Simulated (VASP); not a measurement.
Wanted: the native input for a VASP 6.6.1 run.

| Quantity | Value |
| --- | --- |
| Task | single point |
| Functional | r2SCAN |
| Potentials or basis | VASP PAW PBE potentials, release 64 (Si, N) |
| Cutoff | 520 eV |
| k mesh | 6 × 6 × 6 |
| Occupations | gaussian, width 0.02 eV |
| Spin | no spin polarisation |
| Dipole correction | no |
| Further INCAR settings | ALGO = Normal; EDIFF = 1e-06; NBANDS = 45 |

Crystal: Si3N4 (kscan).

```
CELL_PARAMETERS angstrom
0.00000 3.86499 3.86499
3.86499 0.00000 3.86499
3.86499 3.86499 0.00000
ATOMIC_POSITIONS crystal
Si 0.62500 0.62500 0.12500
Si 0.62500 0.12500 0.62500
Si 0.12500 0.62500 0.62500
Si 0.62500 0.62500 0.62500
Si 0.25000 0.25000 0.25000
Si 0.00000 0.00000 0.00000
N 0.86757 0.86757 0.86757
N 0.85272 0.38243 0.38243
N 0.38243 0.38243 0.85272
N 0.38243 0.85272 0.38243
N 0.86757 0.86757 0.39728
N 0.86757 0.39728 0.86757
N 0.38243 0.38243 0.38243
N 0.39728 0.86757 0.86757
```

The input as run:

POSCAR

```
Si3N4
1.0
    0.0000000000      3.8649930468      3.8649930468
    3.8649930468      0.0000000000      3.8649930468
    3.8649930468      3.8649930468      0.0000000000
Si N
6 8
Direct
    0.6250000000      0.6250000000      0.1250000000
    0.6250000000      0.1250000000      0.6250000000
    0.1250000000      0.6250000000      0.6250000000
    0.6250000000      0.6250000000      0.6250000000
    0.2500000000      0.2500000000      0.2500000000
    0.0000000000      0.0000000000      0.0000000000
    0.8675723426      0.8675723426      0.8675723426
    0.8527170279      0.3824276574      0.3824276574
    0.3824276574      0.3824276574      0.8527170279
    0.3824276574      0.8527170279      0.3824276574
    0.8675723426      0.8675723426      0.3972829721
    0.8675723426      0.3972829721      0.8675723426
    0.3824276574      0.3824276574      0.3824276574
    0.3972829721      0.8675723426      0.8675723426
```

INCAR.step1

```
PREC     = Accurate       # precision mode
ENCUT    = 520            # plane-wave cutoff, eV
ISMEAR   = 0              # smearing method
SIGMA    = 0.02           # smearing width, eV
LREAL    = F              # projectors in reciprocal space
LASPH    = T              # aspherical terms in the spheres
NELM     = 80             # most SCF steps
NBANDS   = 45             # bands
GGA      = PE             # functional
ALGO     = Normal         # electronic algorithm
EDIFF    = 1E-4           # SCF threshold, eV
LWAVE    = T              # write WAVECAR
LCHARG   = F              # write CHGCAR
```

INCAR.step2

```
PREC     = Accurate       # precision mode
ENCUT    = 520            # plane-wave cutoff, eV
EDIFF    = 1E-6           # SCF threshold, eV
ISMEAR   = 0              # smearing method
SIGMA    = 0.02           # smearing width, eV
LREAL    = F              # projectors in reciprocal space
LASPH    = T              # aspherical terms in the spheres
NELM     = 80             # most SCF steps
ALGO     = Normal         # electronic algorithm
ISIF     = 2              # what is computed and relaxed
LWAVE    = F              # write WAVECAR
LCHARG   = F              # write CHGCAR
METAGGA  = R2SCAN         # meta-GGA
LMIXTAU  = T            
NBANDS   = 45             # bands
ISTART   = 1
```

KPOINTS

```
regular mesh
0
Gamma
  6 6 6
```

Potentials or basis: VASP PAW PBE potentials, release 64 (Si, N).

Command:

```bash
$ cat potpaw_PBE.64/Si/POTCAR potpaw_PBE.64/N/POTCAR > POTCAR
$ cp INCAR.step1 INCAR
$ mpirun -np 1 vasp_std > vasp.out
$ cp INCAR.step2 INCAR
$ mpirun -np 1 vasp_std > vasp.out
```

Results of the run:

| Property | Result |
| --- | --- |
| Pressure | 0.2 GPa |
| Largest force | 0.021 eV/Å |
| Band gap on the k mesh | 4.03 eV, indirect (least direct gap 4.05 eV) |

Caveat: the PAW data sets were made with another functional, which shifts forces and pressure a little.

Run time: 2.8 min on 1 thread of Intel(R) Xeon(R) 6975P-C (Granite Rapids), with other jobs on the host, peak memory 0.3 GiB.
